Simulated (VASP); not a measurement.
# MnO (Fm-3m) in VASP: a series of runs

The runs below take MnO through single point, with RPBE+D3(BJ)+U.

Program: VASP 6.6.1. These are calculated values, not measurements. Logs are shortened: lines on timing, memory, paths and dates and some standing lists are left out, and cuts for length are marked.

## (1) The cell of the first run

Symmetry: Fm-3m, No. 225, cubic system. Conventional cell: a = 4.477 Å, b = 4.477 Å, c = 4.477 Å, α = 90.00°, β = 90.00°, γ = 90.00°. Mn (site symmetry m-3m) has 6 O at 2.24 Å within 3.0 Å. Within 3.0 Å of O (site symmetry m-3m) lie 6 Mn at 2.24 Å.

## (2) Single point, RPBE+D3(BJ)+U, collinear spin, ferromagnetic start (volume scaled by 1.02)

INCAR reads:

```
PREC = Accurate
ENCUT = 520
EDIFF = 1E-7
ISMEAR = -1
SIGMA = 0.1
LREAL = False
LASPH = True
NELM = 150
ALGO = Normal
ISIF = 2
LWAVE = False
LCHARG = False
ISPIN = 2
MAGMOM = 4 0
LORBIT = 11
LMAXMIX = 4
LDAU = True
LDAUTYPE = 2
LDAUL = 2 -1
LDAUU = 2 0
LDAUJ = 0 0
LDAUPRINT = 1
GGA = RP
IVDW = 12
NBANDS = 20
```

KPOINTS reads:

```
Automatic mesh
0
Gamma
  10 10 10
```

POSCAR reads:

```
MnO
1.0
    3.1659093842      0.0000000000      0.0000000000
    1.5829546921      2.7417579528      0.0000000000
    1.5829546921      0.9139193176      2.5849541877
Mn O
1 1
Direct
    0.0000000000      0.0000000000      0.0000000000
    0.5000000000      0.5000000000      0.5000000000
```

Potentials or basis: VASP PAW PBE potentials, release 64 (Mn_pv, O).

On the command line:

```
$ cat potpaw_PBE.64/Mn_pv/POTCAR potpaw_PBE.64/O/POTCAR > POTCAR
$ mpirun -np 1 vasp_std > vasp.out
```

OUTCAR:

```text
PREC = Accurate
   ENCUT = 520
   EDIFF = 1E-7
   ISMEAR = -1
   LREAL = False
   LASPH = True
   NELM = 150
   ISIF = 2
   ISPIN = 2
   LORBIT = 11
   GGA = RP
   IVDW = 12
 IVDW          = 12

 ion  position               nearest neighbor table
   1  0.000  0.000  0.000-   2 2.24   2 2.24   2 2.24   2 2.24   2 2.24   2 2.24
   2  0.500  0.500  0.500-   1 2.24   1 2.24   1 2.24   1 2.24   1 2.24   1 2.24

  LATTYP: Found a face centered cubic cell.
 ALAT       =     4.4772719884

  Lattice vectors:

 A1 = (   3.1659093842,   0.0000000000,   0.0000000000)
 A2 = (   1.5829546921,   2.7417579528,   0.0000000000)
 A3 = (   1.5829546921,   0.9139193176,   2.5849541877)

Analysis of symmetry for initial positions (statically):
=====================================================================
 Subroutine PRICEL returns:
 Original cell was already a primitive cell.

 Routine SETGRP: Setting up the symmetry group for a
 face centered cubic supercell.

 Subroutine GETGRP returns: Found 48 space group operations
 (whereof 48 operations were pure point group operations)
 out of a pool of 48 trial point group operations.

The static configuration has the point symmetry O_h .

Analysis of symmetry for dynamics (positions and initial velocities):
=====================================================================
 Subroutine PRICEL returns:
 Original cell was already a primitive cell.

 Routine SETGRP: Setting up the symmetry group for a
 face centered cubic supercell.

 Subroutine GETGRP returns: Found 48 space group operations
 (whereof 48 operations were pure point group operations)
 out of a pool of 48 trial point group operations.

The dynamic configuration has the point symmetry O_h .

Analysis of structural, dynamic, and magnetic symmetry:
=====================================================================
 Subroutine PRICEL returns:
 Original cell was already a primitive cell.

 Routine SETGRP: Setting up the symmetry group for a
 face centered cubic supercell.

 Subroutine GETGRP returns: Found 48 space group operations
 (whereof 48 operations were pure point group operations)
 out of a pool of 48 trial point group operations.

The overall configuration has the point symmetry O_h .

 Subroutine INISYM returns: Found 48 space group operations
 (whereof 48 operations are pure point group operations),
 and found     1 'primitive' translations

----------------------------------------------------------------------------------------

                                     Primitive cell

  volume of cell :      22.4378

  direct lattice vectors                    reciprocal lattice vectors
     3.165909384  0.000000000  0.000000000     0.315865010 -0.182364749 -0.128951350
     1.582954692  2.741757953  0.000000000     0.000000000  0.364729497 -0.128951350
     1.582954692  0.913919318  2.584954188     0.000000000  0.000000000  0.386854051

  length of vectors
     3.165909384  3.165909384  3.165909384     0.386854051  0.386854051  0.386854051

  position of ions in fractional coordinates (direct lattice)
     0.000000000  0.000000000  0.000000000
     0.500000000  0.500000000  0.500000000

  ion indices of the primitive-cell ions
   primitive index   ion index
                 1           1
                 2           2

----------------------------------------------------------------------------------------

 KPOINTS: Automatic mesh

[... 64 lines left out ...]
   LASPH  =      T    aspherical Exc in radial PAW
   ENCUT  =  520.0 eV  38.22 Ry    6.18 a.u.   5.89  5.89  5.89*2*pi/ulx,y,z
   NELM   =    150;   NELMIN=  2; NELMDL= -5     # of ELM steps
   EDIFF  = 0.1E-06   stopping-criterion for ELM
   LREAL  =      F    real-space projection
   EDIFFG = 0.1E-05   stopping-criterion for IOM
   NSW    =      0    number of steps for IOM
   IBRION =     -1    ionic relax: 0-MD 1-quasi-New 2-CG
   NFREE  =      0    steps in history (QN), initial steepest desc. (CG)
   ISIF   =      2    stress and relaxation
   ISYM   =      2    0-nonsym 1-usesym 2-fastsym
   POTIM  = 0.5000    time-step for ionic-motion
   TEBEG  =    0.0;   TEEND  =   0.0 temperature during run
   PSTRESS=    0.0 pullay stress
   NELECT =      19.0000    total number of electrons
   NUPDOWN=      -1.0000    fix difference up-down
   EMIN   =  10.00;   EMAX   =-10.00  energy-range for DOS
   EFERMI =   0.00;   METHOD = LEGACY
   ISMEAR =    -1;   SIGMA  =   0.10  broadening in eV -4-tet -1-fermi 0-gaus
   EFERMI_NEDOS =   21; number of points for ismear=-14 and -15
   IALGO  =     38    algorithm
   IMIX   =      4    mixing-type and parameters
     AMIX     =   0.40;   BMIX     =  1.00
     AMIX_MAG =   1.60;   BMIX_MAG =  1.00
  volume/ion in A,a.u.               =      11.22        75.71
  Fermi-wavevector in a.u.,A,eV,Ry     =   1.548814  2.926834 32.637986  2.398824
  Thomas-Fermi vector in A             =   2.653710
   LORBIT       =     11    0 simple, 1 ext, 2 COOP (PROOUT), +10 PAW based schemes
 LDA+U is selected, type is set to LDAUTYPE =  2
   angular momentum for each species LDAUL =     2   -1
   U (eV)           for each species LDAUU =   2.0  0.0
   J (eV)           for each species LDAUJ =   0.0  0.0
   GGA     = RP    functional components
   LHFCALC =     F    Hartree Fock is set to
   AEXX    =    0.0000 exact exchange contribution
   IVDW    =    12    specifies the selected vdW correction
   LEPSILON=     F    determine dielectric tensor
   LRPA    =     F    only Hartree local field effects (RPA)
 spin polarized calculation
  energy-cutoff  :      520.00
  volume of cell :       22.44
 maximum number of plane-waves:       620
   NGX = 11   NGY = 11   NGZ = 11

atom =   1  type =  1  l = 2

 onsite density matrix

spin component  1

  0.9465 -0.0000 -0.0000 -0.0162  0.0000
 -0.0000  0.9579 -0.0000 -0.0000 -0.0162
 -0.0000 -0.0000  0.9350 -0.0000  0.0000
 -0.0162 -0.0000 -0.0000  0.9579  0.0000
  0.0000 -0.0162  0.0000  0.0000  0.9465

spin component  2

  0.0406  0.0000 -0.0000 -0.0276 -0.0000
  0.0000  0.0601 -0.0000  0.0000 -0.0276
 -0.0000 -0.0000  0.0211  0.0000  0.0000
 -0.0276  0.0000  0.0000  0.0601 -0.0000
 -0.0000 -0.0276  0.0000 -0.0000  0.0406

 occupancies and eigenvectors

  o =  0.0211  v =  0.0000  0.0000  0.0000  0.0000  0.0000 -0.0000  0.0291 -0.9987 -0.0000  0.0412      0.0000  0.0000  0.0000  0.0000  0.0000  0.0000  0.0000  0.0000  0.0000  0.0000
  o =  0.0211  v =  0.0000  0.0000  0.0000  0.0000  0.0000  0.8165  0.0006  0.0000  0.5773  0.0008      0.0000  0.0000  0.0000  0.0000  0.0000  0.0000  0.0000  0.0000  0.0000  0.0000
  o =  0.0211  v =  0.0000  0.0000  0.0000  0.0000  0.0000 -0.0008  0.5766  0.0504 -0.0006  0.8155      0.0000  0.0000  0.0000  0.0000  0.0000  0.0000  0.0000  0.0000  0.0000  0.0000
  o =  0.0796  v =  0.0000  0.0000  0.0000  0.0000  0.0000 -0.5774  0.0002  0.0000  0.8165 -0.0001      0.0000  0.0000  0.0000  0.0000  0.0000  0.0000  0.0000  0.0000  0.0000  0.0000
  o =  0.0796  v =  0.0000  0.0000  0.0000  0.0000  0.0000  0.0001  0.8165 -0.0000 -0.0002 -0.5774      0.0000  0.0000  0.0000  0.0000  0.0000  0.0000  0.0000  0.0000  0.0000  0.0000
  o =  0.9350  v =  0.0000 -0.0293  0.9987  0.0000 -0.0415  0.0000  0.0000  0.0000  0.0000  0.0000      0.0000  0.0000  0.0000  0.0000  0.0000  0.0000  0.0000  0.0000  0.0000  0.0000
  o =  0.9350  v =  0.8165 -0.0001 -0.0000  0.5774 -0.0001  0.0000  0.0000  0.0000  0.0000  0.0000      0.0000  0.0000  0.0000  0.0000  0.0000  0.0000  0.0000  0.0000  0.0000  0.0000
  o =  0.9350  v =  0.0001  0.5766  0.0508  0.0001  0.8154  0.0000  0.0000  0.0000  0.0000  0.0000      0.0000  0.0000  0.0000  0.0000  0.0000  0.0000  0.0000  0.0000  0.0000  0.0000
  o =  0.9694  v = -0.5774 -0.0001  0.0000  0.8165  0.0000  0.0000  0.0000  0.0000  0.0000  0.0000      0.0000  0.0000  0.0000  0.0000  0.0000  0.0000  0.0000  0.0000  0.0000  0.0000
  o =  0.9694  v =  0.0000 -0.8165  0.0000 -0.0001  0.5774  0.0000  0.0000  0.0000  0.0000  0.0000      0.0000  0.0000  0.0000  0.0000  0.0000  0.0000  0.0000  0.0000  0.0000  0.0000

 number of electron      18.9999989 magnetization       4.9988243

 Free energy of the ion-electron system (eV)
  ---------------------------------------------------
  ext. energy  EPLUGINS =         0.00000000
  ---------------------------------------------------
  free energy    TOTEN  =       -15.22136156 eV

  energy without entropy =      -15.21952273  energy(sigma->0) =      -15.22044214

 E-fermi :   7.4212     XC(G=0): -11.4850

 val. band max:        7.1191254988   @ k =   0.5000  -0.0000  -0.0000
 cond. band min:       7.6304304991   @ k =   0.1000  -0.0000   0.0000
 fundamental gap:      0.5113050003
 Fermi energy:         7.4212269357

 spin component 1

 k-point     1 :       0.0000    0.0000    0.0000
  band No.  band energies     occupation
      1     -43.0663      1.00000
      2     -43.0663      1.00000
      3     -43.0663      1.00000
      4     -12.5378      1.00000
      5       3.3782      1.00000
      6       3.3782      1.00000
[... 1097 lines left out ...]
     19      33.1077      0.00000
     20      34.9007      0.00000

 [... further k-points ...]

------------------------ aborting loop because EDIFF is reached ----------------------------------------

 Edisp (eV)   -2.77180

 E8    (eV) :    -1.7173

  FORCE on cell =-STRESS in cart. coord.  units (eV):
  Direction    XX          YY          ZZ          XY          YZ          ZX
  --------------------------------------------------------------------------------------
  -------------------------------------------------------------------------------------
  Total      -2.43322    -2.43322    -2.43322    -0.00000    -0.00000     0.00000
  in kB    -173.74503  -173.74503  -173.74503    -0.00000    -0.00000     0.00000
  external pressure =     -173.75 kB  Pullay stress =        0.00 kB

 VOLUME and BASIS-vectors are now :
 -----------------------------------------------------------------------------
  energy-cutoff  :      520.00
  volume of cell :       22.44
      direct lattice vectors                 reciprocal lattice vectors
     3.165909384  0.000000000  0.000000000     0.315865010 -0.182364749 -0.128951350
     1.582954692  2.741757953  0.000000000     0.000000000  0.364729497 -0.128951350
     1.582954692  0.913919318  2.584954188     0.000000000  0.000000000  0.386854051

 POSITION                                       TOTAL-FORCE (eV/Angst)
 -----------------------------------------------------------------------------------
      0.00000      0.00000      0.00000         0.000000      0.000000      0.000000
      3.16591      1.82784      1.29248        -0.000000     -0.000000      0.000000
 -----------------------------------------------------------------------------------
    total drift:                               -0.000000      0.000000     -0.000000

  FREE ENERGIE OF THE ION-ELECTRON SYSTEM (eV)
  ---------------------------------------------------
  free  energy   TOTEN  =       -17.9931601115 eV

  energy  without entropy=      -17.9913212880  energy(sigma->0) =      -17.99224070

 total charge

# of ion       s       p       d       tot
------------------------------------------
    1        0.199   6.172   4.947  11.319
    2        1.562   3.445   0.000   5.007
--------------------------------------------------
tot          1.761   9.617   4.947  16.325

 magnetization (x)

# of ion       s       p       d       tot
------------------------------------------
    1        0.034   0.028   4.512   4.574
    2        0.026   0.153   0.000   0.179
--------------------------------------------------
tot          0.060   0.181   4.512   4.753
```

Run time: 23 s. Hardware: 1 thread of Intel Xeon 6975P-C, shared host; peak memory 0.18 GiB.

What came out:

- Free energy: -17.9932 eV
- Pressure: -17.4 GPa
- Band gap on the k mesh: zero (filled and empty bands overlap)
- Net moment: 5.00 μB per cell
- Site moments: Mn +4.57; O +0.18 μB
- Valence electrons inside the program's atomic spheres: Mn 11.32; O 5.01
- Dispersion energy per atom: -1.386 eV

Eigenvalues of the final occupation matrices:
```tsv
site	spin	trace	eigenvalues
site 1 d	1	4.74	0.94 0.94 0.94 0.97 0.97
site 1 d	2	0.22	0.02 0.02 0.02 0.08 0.08
```

Caveat: the PAW data sets were made with another functional, which shifts forces and pressure a little; a cell with one magnetic atom can't hold antiferromagnetic order, which such compounds often take; pairwise dispersion overbinds metals, which lowers pressure and volume. The state reached can hang on the start; a lower one may exist.

[end of part 1 of 2]
